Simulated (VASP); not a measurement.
# BiIr (F-43m) in VASP: notebook

BiIr is run at these levels: r2SCAN, LDA; tasks: single point.

All numbers are computed with VASP 6.6.1; they aren't measurements. Logs are shortened: lines on timing, memory, paths and dates and some standing lists are left out, and cuts for length are marked.

### Step 1. The cell of the first run

The structure is cubic, space group F-43m (No. 216). Conventional cell: a = 6.156 Å, b = 6.156 Å, c = 6.156 Å, α = 90.00°, β = 90.00°, γ = 90.00°. Ir (site symmetry -43m) has 4 Bi at 2.67 Å within 3.5 Å. Within 3.5 Å of Bi (site symmetry -43m) lie 4 Ir at 2.67 Å.

### Step 2. Single point, r2SCAN (volume scaled by 1.040)

The input, POSCAR:

```
BiIr
1.0
    0.0000000000      3.0780161336      3.0780161336
    3.0780161336      0.0000000000      3.0780161336
    3.0780161336      3.0780161336      0.0000000000
Ir Bi
1 1
Direct
    0.0000000000      0.0000000000      0.0000000000
    0.2500000000      0.2500000000      0.2500000000
```

The input, INCAR.step1:

```
PREC = Accurate
ENCUT = 520
ISMEAR = 0
SIGMA = 0.05
LREAL = F
LASPH = T
NELM = 100
NBANDS = 19
GGA = PE
ALGO = Normal
EDIFF = 1E-4
LWAVE = T
LCHARG = F
```

The input, INCAR.step2:

```
PREC = Accurate
ENCUT = 520
EDIFF = 1E-6
ISMEAR = 0
SIGMA = 0.05
LREAL = F
LASPH = T
NELM = 100
ALGO = Normal
ISIF = 2
LWAVE = F
LCHARG = F
METAGGA = R2SCAN
LMIXTAU = T
NBANDS = 19
ISTART = 1
```

The input, KPOINTS:

```
Automatic mesh
0
Gamma
  10 10 10
```

Potentials or basis: VASP PAW PBE potentials, release 64 (Ir, Bi_d).

The run is started by

```console
$ cat potpaw_PBE.64/Ir/POTCAR potpaw_PBE.64/Bi_d/POTCAR > POTCAR
$ cp INCAR.step1 INCAR
$ mpirun -np 1 vasp_std > vasp.out
$ cp INCAR.step2 INCAR
$ mpirun -np 1 vasp_std > vasp.out
```

OUTCAR:

```text
PREC = Accurate
   ENCUT = 520
   EDIFF = 1E-6
   ISMEAR = 0
   LREAL = F
   LASPH = T
   NELM = 100
   ISIF = 2
   METAGGA = R2SCAN
   ISTART = 1

 ion  position               nearest neighbor table
   1  0.000  0.000  0.000-   2 2.67   2 2.67   2 2.67   2 2.67
   2  0.250  0.250  0.250-   1 2.67   1 2.67   1 2.67   1 2.67

  LATTYP: Found a face centered cubic cell.
 ALAT       =     6.1560322672

  Lattice vectors:

 A1 = (   0.0000000000,   3.0780161336,   3.0780161336)
 A2 = (   3.0780161336,   0.0000000000,   3.0780161336)
 A3 = (   3.0780161336,   3.0780161336,   0.0000000000)

Analysis of symmetry for initial positions (statically):
=====================================================================
 Subroutine PRICEL returns:
 Original cell was already a primitive cell.

 Routine SETGRP: Setting up the symmetry group for a
 face centered cubic supercell.

 Subroutine GETGRP returns: Found 24 space group operations
 (whereof 24 operations were pure point group operations)
 out of a pool of 48 trial point group operations.

The static configuration has the point symmetry T_d .

Analysis of symmetry for dynamics (positions and initial velocities):
=====================================================================
 Subroutine PRICEL returns:
 Original cell was already a primitive cell.

 Routine SETGRP: Setting up the symmetry group for a
 face centered cubic supercell.

 Subroutine GETGRP returns: Found 24 space group operations
 (whereof 24 operations were pure point group operations)
 out of a pool of 48 trial point group operations.

The dynamic configuration has the point symmetry T_d .

 Subroutine INISYM returns: Found 24 space group operations
 (whereof 24 operations are pure point group operations),
 and found     1 'primitive' translations

----------------------------------------------------------------------------------------

                                     Primitive cell

  volume of cell :      58.3234

  direct lattice vectors                    reciprocal lattice vectors
     0.000000000  3.078016134  3.078016134    -0.162442293  0.162442293  0.162442293
     3.078016134  0.000000000  3.078016134     0.162442293 -0.162442293  0.162442293
     3.078016134  3.078016134  0.000000000     0.162442293  0.162442293 -0.162442293

  length of vectors
     4.352972161  4.352972161  4.352972161     0.281358306  0.281358306  0.281358306

  position of ions in fractional coordinates (direct lattice)
     0.000000000  0.000000000  0.000000000
     0.250000000  0.250000000  0.250000000

  ion indices of the primitive-cell ions
   primitive index   ion index
                 1           1
                 2           2

----------------------------------------------------------------------------------------

 KPOINTS: Automatic mesh

Automatic generation of k-mesh.
 Grid dimensions read from file:
 generate k-points for:   10   10   10

 Generating k-lattice:

  Cartesian coordinates                     Fractional coordinates (reciprocal lattice)
    -0.016244229  0.016244229  0.016244229     0.100000000  0.000000000  0.000000000
     0.016244229 -0.016244229  0.016244229     0.000000000  0.100000000  0.000000000
     0.016244229  0.016244229 -0.016244229     0.000000000  0.000000000  0.100000000

  Length of vectors
     0.028135831  0.028135831  0.028135831

  Shift w.r.t. Gamma in fractional coordinates (k-lattice)
     0.000000000  0.000000000  0.000000000

 Subroutine IBZKPT returns following result:
 ===========================================

 Found     47 irreducible k-points:

 Following reciprocal coordinates:
            Coordinates               Weight
  0.000000  0.000000  0.000000      1.000000
  0.100000  0.000000  0.000000      8.000000
  0.200000  0.000000  0.000000      8.000000
  0.300000  0.000000  0.000000      8.000000
  0.400000  0.000000  0.000000      8.000000
  0.500000  0.000000  0.000000      4.000000
[... 16 lines left out ...]
  0.300000  0.300000  0.000000      6.000000
  0.400000  0.300000  0.000000     24.000000
 [... further k-points ...]
   k-points           NKPTS =     47   k-points in BZ     NKDIM =     47   number of bands    NBANDS=     19
   number of dos      NEDOS =    301   number of ions     NIONS =      2
   total plane-waves  NPLWV =  32768
   dimension x,y,z NGX =    32 NGY =   32 NGZ =   32
   dimension x,y,z NGXF=    64 NGYF=   64 NGZF=   64
   ions per type =               1   1
   NGX,Y,Z   is equivalent  to a cutoff of  12.22, 12.22, 12.22 a.u.
   NGXF,Y,Z  is equivalent  to a cutoff of  24.44, 24.44, 24.44 a.u.
 SYSTEM =  unknown system
   PREC   = accura    normal or accurate (medium, high low for compatibility)
   ISTART =      1    job   : 0-new  1-cont  2-samecut
   ICHARG =      0    charge: 1-file 2-atom 10-const
   ISPIN  =      1    spin polarized calculation?
   LNONCOLLINEAR =      F non collinear calculations
   LSORBIT =      F    spin-orbit coupling
   LASPH  =      T    aspherical Exc in radial PAW
   ENCUT  =  520.0 eV  38.22 Ry    6.18 a.u.   8.09  8.09  8.09*2*pi/ulx,y,z
   NELM   =    100;   NELMIN=  2; NELMDL=  0     # of ELM steps
   EDIFF  = 0.1E-05   stopping-criterion for ELM
   LREAL  =      F    real-space projection
   EDIFFG = 0.1E-04   stopping-criterion for IOM
   NSW    =      0    number of steps for IOM
   IBRION =     -1    ionic relax: 0-MD 1-quasi-New 2-CG
   NFREE  =      0    steps in history (QN), initial steepest desc. (CG)
   ISIF   =      2    stress and relaxation
   ISYM   =      2    0-nonsym 1-usesym 2-fastsym
   POTIM  = 0.5000    time-step for ionic-motion
   TEBEG  =    0.0;   TEEND  =   0.0 temperature during run
   PSTRESS=    0.0 pullay stress
   NELECT =      24.0000    total number of electrons
   NUPDOWN=      -1.0000    fix difference up-down
   EMIN   =  10.00;   EMAX   =-10.00  energy-range for DOS
   EFERMI =   0.00;   METHOD = LEGACY
   ISMEAR =     0;   SIGMA  =   0.05  broadening in eV -4-tet -1-fermi 0-gaus
   EFERMI_NEDOS =   21; number of points for ismear=-14 and -15
   IALGO  =     38    algorithm
   IMIX   =      4    mixing-type and parameters
     AMIX     =   0.40;   BMIX     =  1.00
     AMIX_MAG =   1.60;   BMIX_MAG =  1.00
  volume/ion in A,a.u.               =      29.16       196.79
  Fermi-wavevector in a.u.,A,eV,Ry     =   1.217674  2.301070 20.173765  1.482730
  Thomas-Fermi vector in A             =   2.352986
   LORBIT       =      0    0 simple, 1 ext, 2 COOP (PROOUT), +10 PAW based schemes
   METAGGA = R2SCAN    functional components
   LHFCALC =     F    Hartree Fock is set to
   AEXX    =    0.0000 exact exchange contribution
   IVDW    =     0    specifies the selected vdW correction
   LEPSILON=     F    determine dielectric tensor
   LRPA    =     F    only Hartree local field effects (RPA)
 non-spin polarized calculation
 Gauss-broadening in eV      SIGMA  =   0.05
  energy-cutoff  :      520.00
  volume of cell :       58.32
 maximum number of plane-waves:      1596
   NGX = 17   NGY = 17   NGZ = 17

 number of electron      23.9999997 magnetization

 Free energy of the ion-electron system (eV)
  ---------------------------------------------------
  ext. energy  EPLUGINS =         0.00000000
  ---------------------------------------------------
  free energy    TOTEN  =      -109.58262424 eV

  energy without entropy =     -109.58134557  energy(sigma->0) =     -109.58198491

 E-fermi :   4.9941     XC(G=0): -10.6016

 val. band max:        4.9836249989   @ k =   0.3000   0.0000   0.0000
 cond. band min:       5.0590540797   @ k =   0.5000   0.5000   0.0000
 fundamental gap:      0.0754290808
 Fermi energy:         4.9940604524

 k-point     1 :       0.0000    0.0000    0.0000
  band No.  band energies     occupation
      1     -18.2920      2.00000
      2     -18.2920      2.00000
      3     -18.2920      2.00000
      4     -18.2420      2.00000
      5     -18.2420      2.00000
      6      -7.3750      2.00000
[... 11 lines left out ...]
     18      11.9434      0.00000
     19      13.5384      0.00000

 k-point     2 :       0.1000    0.0000    0.0000
  band No.  band energies     occupation
      1     -18.2932      2.00000
      2     -18.2918      2.00000
      3     -18.2918      2.00000
      4     -18.2413      2.00000
      5     -18.2413      2.00000
      6      -7.2956      2.00000
[... 11 lines left out ...]
     18      12.2708      0.00000
     19      14.4497      0.00000

 k-point     3 :       0.2000    0.0000    0.0000
  band No.  band energies     occupation
      1     -18.2964      2.00000
      2     -18.2912      2.00000
      3     -18.2912      2.00000
      4     -18.2399      2.00000
      5     -18.2399      2.00000
      6      -7.0766      2.00000
[... 11 lines left out ...]
     18      12.8380      0.00000
     19      14.5514      0.00000

 k-point     4 :       0.3000    0.0000    0.0000
  band No.  band energies     occupation
      1     -18.3004      2.00000
      2     -18.2903      2.00000
      3     -18.2903      2.00000
      4     -18.2382      2.00000
      5     -18.2382      2.00000
      6      -6.7794      2.00000
[... 11 lines left out ...]
     18      13.3643      0.00000
     19      14.5568      0.00000

 k-point     5 :       0.4000    0.0000    0.0000
  band No.  band energies     occupation
      1     -18.3037      2.00000
      2     -18.2894      2.00000
      3     -18.2894      2.00000
      4     -18.2370      2.00000
      5     -18.2370      2.00000
      6      -6.5120      2.00000
[... 11 lines left out ...]
     18      13.4520      0.00000
     19      15.8215      0.00000
[... 334 lines left out ...]
      2     -18.2934      2.00000
      3     -18.2896      2.00000
      4     -18.2368      2.00000
      5     -18.2361      2.00000
      6      -6.4209      2.00000
[... 11 lines left out ...]
     18      14.2922      0.00000
     19      16.3373      0.00000

 k-point    22 :      -0.2000    0.2000    0.0000
  band No.  band energies     occupation
      1     -18.2996      2.00000
      2     -18.2914      2.00000
      3     -18.2908      2.00000
      4     -18.2382      2.00000
      5     -18.2371      2.00000
      6      -6.6759      2.00000
[... 11 lines left out ...]
     18      13.3704      0.00000
     19      15.7191      0.00000

 k-point    23 :       0.3000    0.3000    0.0000
  band No.  band energies     occupation
      1     -18.3088      2.00000
      2     -18.2866      2.00000
      3     -18.2866      2.00000
      4     -18.2431      2.00000
      5     -18.2317      2.00000
      6      -6.5701      2.00000
[... 11 lines left out ...]
     18      15.6486      0.00000
     19      15.6486      0.00000

 k-point    24 :       0.4000    0.3000    0.0000
  band No.  band energies     occupation
      1     -18.3108      2.00000
      2     -18.2867      2.00000
      3     -18.2857      2.00000
      4     -18.2429      2.00000
      5     -18.2300      2.00000
      6      -6.3532      2.00000
[... 11 lines left out ...]
     18      16.0719      0.00000
     19      17.2823      0.00000

 [... further k-points ...]
[... 5 lines left out ...]
  --------------------------------------------------------------------------------------
  -------------------------------------------------------------------------------------
  Total       -1.1302763     -1.1302763     -1.1302763      0.0000000      0.0000000      0.0000000
  in kB      -31.0493517    -31.0493517    -31.0493517      0.0000000      0.0000000      0.0000000
  external PRESSURE =     -31.0493517 kB  Pullay stress =       0.0000000 kB

 VOLUME and BASIS-vectors are now :
 -----------------------------------------------------------------------------
  energy-cutoff  :      520.00
  volume of cell :       58.32
      direct lattice vectors                 reciprocal lattice vectors
     0.000000000  3.078016134  3.078016134    -0.162442293  0.162442293  0.162442293
     3.078016134  0.000000000  3.078016134     0.162442293 -0.162442293  0.162442293
     3.078016134  3.078016134  0.000000000     0.162442293  0.162442293 -0.162442293

 POSITION                                       TOTAL-FORCE (eV/Angst)
 -----------------------------------------------------------------------------------
      0.00000      0.00000      0.00000         0.000000      0.000000      0.000000
      1.53901      1.53901      1.53901        -0.000000     -0.000000     -0.000000
 -----------------------------------------------------------------------------------
    total drift:                                0.000000      0.000000      0.000000

  FREE ENERGIE OF THE ION-ELECTRON SYSTEM (eV)
  ---------------------------------------------------
  free  energy   TOTEN  =      -109.5826242393 eV

  energy  without entropy=     -109.5813455708  energy(sigma->0) =     -109.58198491
```

Run time: 76 s. Hardware: 1 thread of Intel Xeon 6975P-C (Granite Rapids), shared host; peak memory 0.21 GiB.

Results:

- Free energy: -109.5826 eV
- Pressure: -3.1 GPa
- Band gap on the k mesh: zero (band 12 reaches 7.53 eV, above the bottom of band 13 at 4.44 eV)

Caveat: the PAW data sets were made with another functional, which shifts forces and pressure a little; spin-orbit coupling is left out, which moves the levels of the heavy elements.

### Step 3. Single point, r2SCAN (volume scaled by 1.070)

The input, POSCAR:

```
BiIr
1.0
    0.0000000000      3.1073323374      3.1073323374
    3.1073323374      0.0000000000      3.1073323374
    3.1073323374      3.1073323374      0.0000000000
Ir Bi
1 1
Direct
    0.0000000000      0.0000000000      0.0000000000
    0.2500000000      0.2500000000      0.2500000000
```

The input, INCAR.step1:

```
SYSTEM = BiIr
PREC = Accurate ; ENCUT = 520
ISMEAR = 0 ; SIGMA = 0.05
LREAL = .FALSE. ; LASPH = .TRUE.
NELM = 100 ; NBANDS = 19
GGA = PE ; ALGO = Normal
EDIFF = 1E-4 ; LWAVE = .TRUE.
LCHARG = .FALSE.
```

The input, INCAR.step2:

```
SYSTEM = BiIr
PREC = Accurate ; ENCUT = 520
EDIFF = 1E-6 ; ISMEAR = 0
SIGMA = 0.05 ; LREAL = .FALSE.
LASPH = .TRUE. ; NELM = 100
ALGO = Normal ; ISIF = 2
LWAVE = .FALSE. ; LCHARG = .TRUE.
METAGGA = R2SCAN ; LMIXTAU = .TRUE.
LELF = .TRUE. ; LVHAR = .TRUE.
NBANDS = 19 ; ISTART = 1
```

The input, KPOINTS:

```
regular mesh
0
G
  10 10 10
  0 0 0
```

Potentials or basis: VASP PAW PBE potentials, release 64 (Ir, Bi_d).

The run is started by

```console
$ cat potpaw_PBE.64/Ir/POTCAR potpaw_PBE.64/Bi_d/POTCAR > POTCAR
$ cp INCAR.step1 INCAR
$ mpirun -np 1 vasp_std > vasp.out
$ cp INCAR.step2 INCAR
$ mpirun -np 1 vasp_std > vasp.out
```

OUTCAR:

```text
SYSTEM = BiIr
   PREC = Accurate
   ENCUT = 520
   EDIFF = 1E-6
   ISMEAR = 0
   LREAL = .FALSE.
   LASPH = .TRUE.
   NELM = 100
   ISIF = 2
   METAGGA = R2SCAN
   ISTART = 1

 ion  position               nearest neighbor table
   1  0.000  0.000  0.000-   2 2.69   2 2.69   2 2.69   2 2.69
   2  0.250  0.250  0.250-   1 2.69   1 2.69   1 2.69   1 2.69

  LATTYP: Found a face centered cubic cell.
 ALAT       =     6.2146646748

  Lattice vectors:

 A1 = (   0.0000000000,   3.1073323374,   3.1073323374)
 A2 = (   3.1073323374,   0.0000000000,   3.1073323374)
 A3 = (   3.1073323374,   3.1073323374,   0.0000000000)

Analysis of symmetry for initial positions (statically):
=====================================================================
 Subroutine PRICEL returns:
 Original cell was already a primitive cell.

 Routine SETGRP: Setting up the symmetry group for a
 face centered cubic supercell.

 Subroutine GETGRP returns: Found 24 space group operations
 (whereof 24 operations were pure point group operations)
 out of a pool of 48 trial point group operations.

[... 154 lines left out ...]

 Free energy of the ion-electron system (eV)
  ---------------------------------------------------
  ext. energy  EPLUGINS =         0.00000000
  ---------------------------------------------------
  free energy    TOTEN  =      -109.53915334 eV

  energy without entropy =     -109.53787147  energy(sigma->0) =     -109.53851241

 E-fermi :   4.6923     XC(G=0): -10.4487

 val. band max:        4.6792014745   @ k =   0.3000   0.0000   0.0000
 cond. band min:       4.7858059028   @ k =  -0.3000   0.3000   0.1000
 fundamental gap:      0.1066044283
 Fermi energy:         4.6922781049

 k-point     1 :       0.0000    0.0000    0.0000
  band No.  band energies     occupation
      1     -18.5581      2.00000
      2     -18.5581      2.00000
      3     -18.5581      2.00000
      4     -18.5121      2.00000
      5     -18.5121      2.00000
      6      -7.5181      2.00000
[... 505 lines left out ...]
      6      -6.5531      2.00000
[... 11 lines left out ...]
     18      15.5910      0.00000
     19      16.7607      0.00000

 [... further k-points ...]
[... 5 lines left out ...]
  --------------------------------------------------------------------------------------
  -------------------------------------------------------------------------------------
  Total       -1.9528035     -1.9528035     -1.9528035     -0.0000000     -0.0000000      0.0000000
  in kB      -52.1406001    -52.1406001    -52.1406001     -0.0000000     -0.0000000      0.0000000
  external PRESSURE =     -52.1406001 kB  Pullay stress =       0.0000000 kB

 VOLUME and BASIS-vectors are now :
 -----------------------------------------------------------------------------
  energy-cutoff  :      520.00
  volume of cell :       60.01
      direct lattice vectors                 reciprocal lattice vectors
     0.000000000  3.107332337  3.107332337    -0.160909728  0.160909728  0.160909728
     3.107332337  0.000000000  3.107332337     0.160909728 -0.160909728  0.160909728
     3.107332337  3.107332337  0.000000000     0.160909728  0.160909728 -0.160909728

 POSITION                                       TOTAL-FORCE (eV/Angst)
 -----------------------------------------------------------------------------------
      0.00000      0.00000      0.00000         0.000000      0.000000      0.000000
      1.55367      1.55367      1.55367        -0.000000     -0.000000     -0.000000
 -----------------------------------------------------------------------------------
    total drift:                                0.000000      0.000000      0.000000

  FREE ENERGIE OF THE ION-ELECTRON SYSTEM (eV)
  ---------------------------------------------------
  free  energy   TOTEN  =      -109.5391533412 eV

  energy  without entropy=     -109.5378714714  energy(sigma->0) =     -109.53851241
```

Run time: 2.4 min. Hardware: 1 thread of Intel Xeon 6975P-C (Granite Rapids), shared host; peak memory 0.24 GiB.

Results:

```
Free energy            : -109.5392 eV
Pressure               : -5.2 GPa
Band gap on the k mesh : zero (band 12 reaches 7.07 eV, above the bottom of band 13 at 4.17 eV)
```

Caveat: the PAW data sets were made with another functional, which shifts forces and pressure a little; spin-orbit coupling is left out, which moves the levels of the heavy elements.

[end of part 1 of 2]
